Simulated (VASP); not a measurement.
# HfO2 (Fm-3m) in VASP: notebook, part 2 of 2

VASP 6.6.1. The steps go on from the part before.

## 4. Single point, PBEsol

This run uses another cell than the first one, of 10.69 Å³/atom.

INCAR

```
SYSTEM = HfO2
PREC = Accurate
ENCUT = 520
EDIFF = 1E-6
ISMEAR = -1
SIGMA = 0.02
LREAL = .False.
LASPH = .True.
NELM = 60
ALGO = Normal
ISIF = 2
LWAVE = .False.
LCHARG = .False.
GGA = PS
NBANDS = 18
```

KPOINTS

```
Automatic mesh
0
Gamma
  8 8 8
  0 0 0
```

POSCAR

```
HfO2
1.0
    0.0000000000      2.5219132259      2.5219132259
    2.5219132259      0.0000000000      2.5219132259
    2.5219132259      2.5219132259      0.0000000000
Hf O
1 2
Direct
    0.0000000000      0.0000000000      0.0000000000
    0.7500000000      0.7500000000      0.7500000000
    0.2500000000      0.2500000000      0.2500000000
```

Potentials or basis: VASP PAW PBE potentials, release 64 (Hf_pv, O).

Launch:

```sh
cat potpaw_PBE.64/Hf_pv/POTCAR potpaw_PBE.64/O/POTCAR > POTCAR
mpirun -np 1 vasp_std > vasp.out
```

OUTCAR:

```text
SYSTEM = HfO2
   PREC = Accurate
   ENCUT = 520
   EDIFF = 1E-6
   ISMEAR = -1
   LREAL = .False.
   LASPH = .True.
   NELM = 60
   ISIF = 2
   GGA = PS

 ion  position               nearest neighbor table
   1  0.000  0.000  0.000-   2 2.18   2 2.18   2 2.18   2 2.18   3 2.18   3 2.18   3 2.18   3 2.18

   2  0.750  0.750  0.750-   1 2.18   1 2.18   1 2.18   1 2.18
   3  0.250  0.250  0.250-   1 2.18   1 2.18   1 2.18   1 2.18

  LATTYP: Found a face centered cubic cell.
 ALAT       =     5.0438264518

  Lattice vectors:

 A1 = (   0.0000000000,   2.5219132259,   2.5219132259)
 A2 = (   2.5219132259,   0.0000000000,   2.5219132259)
 A3 = (   2.5219132259,   2.5219132259,   0.0000000000)

Analysis of symmetry for initial positions (statically):
=====================================================================
 Subroutine PRICEL returns:
 Original cell was already a primitive cell.

 Routine SETGRP: Setting up the symmetry group for a
 face centered cubic supercell.

 Subroutine GETGRP returns: Found 48 space group operations
 (whereof 48 operations were pure point group operations)
 out of a pool of 48 trial point group operations.

The static configuration has the point symmetry O_h .

Analysis of symmetry for dynamics (positions and initial velocities):
=====================================================================
 Subroutine PRICEL returns:
 Original cell was already a primitive cell.

 Routine SETGRP: Setting up the symmetry group for a
 face centered cubic supercell.

 Subroutine GETGRP returns: Found 48 space group operations
 (whereof 48 operations were pure point group operations)
 out of a pool of 48 trial point group operations.

The dynamic configuration has the point symmetry O_h .

 Subroutine INISYM returns: Found 48 space group operations
 (whereof 48 operations are pure point group operations),
 and found     1 'primitive' translations

----------------------------------------------------------------------------------------

                                     Primitive cell

  volume of cell :      32.0790

  direct lattice vectors                    reciprocal lattice vectors
     0.000000000  2.521913226  2.521913226    -0.198262174  0.198262174  0.198262174
     2.521913226  0.000000000  2.521913226     0.198262174 -0.198262174  0.198262174
     2.521913226  2.521913226  0.000000000     0.198262174  0.198262174 -0.198262174

  length of vectors
     3.566523887  3.566523887  3.566523887     0.343400159  0.343400159  0.343400159

  position of ions in fractional coordinates (direct lattice)
     0.000000000  0.000000000  0.000000000
     0.750000000  0.750000000  0.750000000
     0.250000000  0.250000000  0.250000000

  ion indices of the primitive-cell ions
   primitive index   ion index
                 1           1
                 2           2
                 3           3

----------------------------------------------------------------------------------------

 KPOINTS: Automatic mesh

Automatic generation of k-mesh.
 Grid dimensions read from file:
 generate k-points for:    8    8    8

 Generating k-lattice:

  Cartesian coordinates                     Fractional coordinates (reciprocal lattice)
    -0.024782772  0.024782772  0.024782772     0.125000000  0.000000000  0.000000000
     0.024782772 -0.024782772  0.024782772     0.000000000  0.125000000  0.000000000
     0.024782772  0.024782772 -0.024782772     0.000000000  0.000000000  0.125000000

  Length of vectors
     0.042925020  0.042925020  0.042925020

  Shift w.r.t. Gamma in fractional coordinates (k-lattice)
     0.000000000  0.000000000  0.000000000

 Subroutine IBZKPT returns following result:
 ===========================================

 Found     29 irreducible k-points:

 Following reciprocal coordinates:
            Coordinates               Weight
  0.000000  0.000000  0.000000      1.000000
  0.125000  0.000000  0.000000      8.000000
  0.250000  0.000000  0.000000      8.000000
  0.375000  0.000000  0.000000      8.000000
  0.500000  0.000000  0.000000      4.000000
  0.125000  0.125000  0.000000      6.000000
[... 16 lines left out ...]
  0.500000  0.250000  0.125000     48.000000
 -0.375000  0.250000  0.125000     24.000000
 [... further k-points ...]
   k-points           NKPTS =     29   k-points in BZ     NKDIM =     29   number of bands    NBANDS=     18
   number of dos      NEDOS =    301   number of ions     NIONS =      3
   total plane-waves  NPLWV =  21952
   dimension x,y,z NGX =    28 NGY =   28 NGZ =   28
   dimension x,y,z NGXF=    56 NGYF=   56 NGZF=   56
   ions per type =               1   2
   NGX,Y,Z   is equivalent  to a cutoff of  13.05, 13.05, 13.05 a.u.
   NGXF,Y,Z  is equivalent  to a cutoff of  26.10, 26.10, 26.10 a.u.
 SYSTEM =  HfO2
   PREC   = accura    normal or accurate (medium, high low for compatibility)
   ISTART =      0    job   : 0-new  1-cont  2-samecut
   ICHARG =      2    charge: 1-file 2-atom 10-const
   ISPIN  =      1    spin polarized calculation?
   LNONCOLLINEAR =      F non collinear calculations
   LSORBIT =      F    spin-orbit coupling
   LASPH  =      T    aspherical Exc in radial PAW
   ENCUT  =  520.0 eV  38.22 Ry    6.18 a.u.   6.63  6.63  6.63*2*pi/ulx,y,z
   NELM   =     60;   NELMIN=  2; NELMDL= -5     # of ELM steps
   EDIFF  = 0.1E-05   stopping-criterion for ELM
   LREAL  =      F    real-space projection
   EDIFFG = 0.1E-04   stopping-criterion for IOM
   NSW    =      0    number of steps for IOM
   IBRION =     -1    ionic relax: 0-MD 1-quasi-New 2-CG
   NFREE  =      0    steps in history (QN), initial steepest desc. (CG)
   ISIF   =      2    stress and relaxation
   ISYM   =      2    0-nonsym 1-usesym 2-fastsym
   POTIM  = 0.5000    time-step for ionic-motion
   TEBEG  =    0.0;   TEEND  =   0.0 temperature during run
   PSTRESS=    0.0 pullay stress
   NELECT =      22.0000    total number of electrons
   NUPDOWN=      -1.0000    fix difference up-down
   EMIN   =  10.00;   EMAX   =-10.00  energy-range for DOS
   EFERMI =   0.00;   METHOD = LEGACY
   ISMEAR =    -1;   SIGMA  =   0.02  broadening in eV -4-tet -1-fermi 0-gaus
   EFERMI_NEDOS =   21; number of points for ismear=-14 and -15
   IALGO  =     38    algorithm
   IMIX   =      4    mixing-type and parameters
     AMIX     =   0.40;   BMIX     =  1.00
     AMIX_MAG =   1.60;   BMIX_MAG =  1.00
  volume/ion in A,a.u.               =      10.69        72.16
  Fermi-wavevector in a.u.,A,eV,Ry     =   1.443695  2.728189 28.358032  2.084257
  Thomas-Fermi vector in A             =   2.562074
   LORBIT       =      0    0 simple, 1 ext, 2 COOP (PROOUT), +10 PAW based schemes
   GGA     = PS    functional components
   LHFCALC =     F    Hartree Fock is set to
   AEXX    =    0.0000 exact exchange contribution
   IVDW    =     0    specifies the selected vdW correction
   LEPSILON=     F    determine dielectric tensor
   LRPA    =     F    only Hartree local field effects (RPA)
 non-spin polarized calculation
  energy-cutoff  :      520.00
  volume of cell :       32.08
 maximum number of plane-waves:       887
   NGX = 13   NGY = 13   NGZ = 13

 number of electron      21.9999993 magnetization

 Free energy of the ion-electron system (eV)
  ---------------------------------------------------
  ext. energy  EPLUGINS =         0.00000000
  ---------------------------------------------------
  free energy    TOTEN  =       -31.63239607 eV

  energy without entropy =      -31.63239607  energy(sigma->0) =      -31.63239607

 E-fermi :   4.7836     XC(G=0): -12.1879

 val. band max:        4.2651371410   @ k =   0.5000   0.5000   0.0000
 cond. band min:       7.9762393924   @ k =   0.5000   0.5000   0.0000
 fundamental gap:      3.7111022513
 Fermi energy:         4.7836141584

 k-point     1 :       0.0000    0.0000    0.0000
  band No.  band energies     occupation
      1     -25.2904      2.00000
      2     -25.2904      2.00000
      3     -25.2904      2.00000
      4     -14.5210      2.00000
      5     -11.3422      2.00000
      6      -1.2326      2.00000
[... 10 lines left out ...]
     17      14.8806      0.00000
     18      18.0049      0.00000
[... 463 lines left out ...]
 k-point    24 :      -0.3750    0.2500    0.1250
  band No.  band energies     occupation
      1     -25.6994      2.00000
      2     -25.4812      2.00000
      3     -25.3753      2.00000
      4     -12.8533      2.00000
      5     -12.2571      2.00000
      6      -0.7128      2.00000
[... 10 lines left out ...]
     17      15.1720      0.00000
     18      17.3889      0.00000

 [... further k-points ...]

------------------------ aborting loop because EDIFF is reached ----------------------------------------

  FORCE on cell =-STRESS in cart. coord.  units (eV):
  Direction    XX          YY          ZZ          XY          YZ          ZX
  --------------------------------------------------------------------------------------
  -------------------------------------------------------------------------------------
  Total       -0.7448063     -0.7448063     -0.7448063      0.0000000     -0.0000000     -0.0000000
  in kB      -37.1991907    -37.1991907    -37.1991907      0.0000000     -0.0000000     -0.0000000
  external PRESSURE =     -37.1991907 kB  Pullay stress =       0.0000000 kB

 VOLUME and BASIS-vectors are now :
 -----------------------------------------------------------------------------
  energy-cutoff  :      520.00
  volume of cell :       32.08
      direct lattice vectors                 reciprocal lattice vectors
     0.000000000  2.521913226  2.521913226    -0.198262174  0.198262174  0.198262174
     2.521913226  0.000000000  2.521913226     0.198262174 -0.198262174  0.198262174
     2.521913226  2.521913226  0.000000000     0.198262174  0.198262174 -0.198262174

 POSITION                                       TOTAL-FORCE (eV/Angst)
 -----------------------------------------------------------------------------------
      0.00000      0.00000      0.00000        -0.000000      0.000000     -0.000000
      3.78287      3.78287      3.78287        -0.000000     -0.000000     -0.000000
      1.26096      1.26096      1.26096         0.000000      0.000000      0.000000
 -----------------------------------------------------------------------------------
    total drift:                                0.000000      0.000000      0.000000

  FREE ENERGIE OF THE ION-ELECTRON SYSTEM (eV)
  ---------------------------------------------------
  free  energy   TOTEN  =       -31.6323960718 eV

  energy  without entropy=      -31.6323960718  energy(sigma->0) =      -31.63239607
```

It took 8.8 s on 1 thread of Intel Xeon 6975P-C (Granite Rapids), shared host; peak memory 0.16 GiB.

Results:

```yaml
Free_energy: -31.6324 eV
Pressure: -3.7 GPa
Band_gap_on_the_k_mesh: 3.71 eV
```

Levels at points of the mesh, in eV from the valence-band top:
```csv
k point,band 8,band 9,band 10,band 11,band 12,band 13,band 14,band 15
"(0.00, 0.00, 0.00)",-5.50,-0.62,-0.62,-0.62,3.82,3.82,5.77,10.62
"(0.50, 0.00, 0.00)",-3.11,-2.81,-1.87,-1.87,4.58,4.58,7.10,8.89
"(0.50, 0.50, 0.00)",-3.54,-1.57,-1.57,0.00,3.71,5.51,6.74,8.27
```

Caveat: the cell stands under tension; the PAW data sets were made with another functional, which shifts forces and pressure a little; spin-orbit coupling is left out, which moves the levels of the heavy elements.

## 5. Single point, PBE

This run uses another cell than the first one, of 11.04 Å³/atom.

INCAR

```
PREC     = Accurate       # precision mode
ENCUT    = 520            # plane-wave cutoff, eV
EDIFF    = 1E-6           # SCF threshold, eV
ISMEAR   = -1             # smearing method
SIGMA    = 0.02           # smearing width, eV
LREAL    = F              # projectors in reciprocal space
LASPH    = T              # aspherical terms in the spheres
NELM     = 100            # most SCF steps
ALGO     = Normal         # electronic algorithm
ISIF     = 2              # what is computed and relaxed
LWAVE    = F              # write WAVECAR
LCHARG   = F              # write CHGCAR
GGA      = PE             # functional
NBANDS   = 18             # bands
```

KPOINTS

```
Automatic mesh
0
Gamma
  8 8 8
```

POSCAR

```
HfO2
1.0
    0.0000000000      2.5487641251      2.5487641251
    2.5487641251      0.0000000000      2.5487641251
    2.5487641251      2.5487641251      0.0000000000
Hf O
1 2
Direct
    0.0000000000      0.0000000000      0.0000000000
    0.7500000000      0.7500000000      0.7500000000
    0.2500000000      0.2500000000      0.2500000000
```

Launch:

```sh
cat potpaw_PBE.64/Hf_pv/POTCAR potpaw_PBE.64/O/POTCAR > POTCAR
mpirun -np 1 vasp_std > vasp.out
```

Run time: 9.1 s. Hardware: 1 thread of Intel Xeon 6975P-C (Granite Rapids), shared host; peak memory 0.16 GiB.

Results (log left out):

| Quantity | Value |
| --- | --- |
| Free energy | -30.2434 eV |
| Pressure | -3.6 GPa |
| Band gap on the k mesh | 3.76 eV |

Levels at points of the mesh, in eV from the valence-band top:
```
           k point  band 7  band 8  band 9  band 10  band 11  band 12  band 13  band 14  band 15  band 16
(0.00, 0.00, 0.00)   -5.24   -5.24   -0.60    -0.60    -0.60     3.84     3.84     5.71    10.22    10.22
(0.50, 0.00, 0.00)   -4.22   -3.02   -2.69    -1.81    -1.81     4.55     4.55     6.83     9.01     9.21
(0.50, 0.50, 0.00)   -3.42   -3.42   -1.50    -1.50     0.00     3.76     5.42     6.49     8.02     8.02
```

Caveat: the cell stands under tension; spin-orbit coupling is left out, which moves the levels of the heavy elements. A k mesh can miss the band edges.

## 6. Overview

| level | cell | k mesh | smearing | gap on the mesh (eV) | pressure (GPa) |
| --- | --- | --- | --- | --- | --- |
| PBE | a = 3.577 Å, angles 60.0°, 3 atoms | 6 × 6 × 6 | gaussian 0.01 eV | 3.82 | 2.1 |
| PBE | a = 3.577 Å, angles 60.0°, 3 atoms | 8 × 8 × 8 | fermi-dirac 0.02 eV | 3.82 | 2.1 |
| PBEsol | a = 3.567 Å, angles 60.0°, 3 atoms | 8 × 8 × 8 | fermi-dirac 0.02 eV | 3.71 | -3.7 |
| PBE | a = 3.604 Å, angles 60.0°, 3 atoms | 8 × 8 × 8 | fermi-dirac 0.02 eV | 3.76 | -3.6 |

Alike in all rows: task single point; potentials or basis VASP PAW PBE potentials, release 64 (Hf_pv, O); no spin polarisation; cutoff (eV) 520.

Caveats: spin-orbit coupling is left out, which moves the levels of the heavy elements; the cell stands under tension (at least some runs); the PAW data sets were made with another functional, which shifts forces and pressure a little (at least some runs).

Total energies depend on the potentials used, so only differences within one code and one set of settings carry meaning.
